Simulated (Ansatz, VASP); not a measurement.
## Two plane-wave programs on CrC5

```
Cr C
1.0
     2.49494    0.00000    0.00000
    -1.24747    2.16068    0.00000
     0.00000    0.00000   22.54489
Cr C
2 10
Cartesian
  1.2475 0.7202 12.3087
  0.0000 1.4405 10.2362
  0.0000 0.0000 18.3470
  1.2475 0.7202 18.3467
  0.0000 1.4405 22.5451
  1.2475 0.7202 -0.0002
  0.0000 0.0000 4.1979
  0.0000 1.4405 4.1982
  0.0000 0.0000 14.2806
  0.0000 1.4405 14.2708
  0.0000 0.0000 8.2643
  1.2475 0.7202 8.2741
```

Alike in both runs: functional PBE; k mesh 12 × 12 × 2; occupations gaussian, width 0.1 eV; collinear spin.

Ansatz relaxed the structure, and its values are those at the end. VASP's run is a single point on that final structure, the one shown.

|  | VASP | Ansatz |
| --- | --- | --- |
| version | VASP 6.6.1 | Ansatz 0.2.0 |
| potentials or method | VASP PAW PBE potentials, release 64 (Cr_pv, C), cutoff 520 eV | scalar-relativistic, plane waves, PAW |
| valence electrons in the cell | 64 | 68 |

|  | VASP | Ansatz | Ansatz less VASP |
| --- | --- | --- | --- |
| gap on the k mesh at the Fermi level (eV) | none | none | - |
| pressure (GPa) | 0.3 | 0.0 | -0.28 |
| rms of the force components (eV/Å) | 0.006 | 0.002 | -0.0038 |
| net moment per atom (μB) | 0.09 | 0.09 | 0.000 |
| size of the moment on the site where the two differ most (μB) | 0.51 | 0.48 | -0.028 |

Site moments also hang on the region over which each program counts them. A gap of «none» marks a metal or a gap that the smearing closes. With one functional, cell and mesh, what is left measures potentials, basis and numerics. VASP's potentials hold 64 valence electrons a cell and Ansatz's 68, so a difference there can come from the potentials and not from the codes.
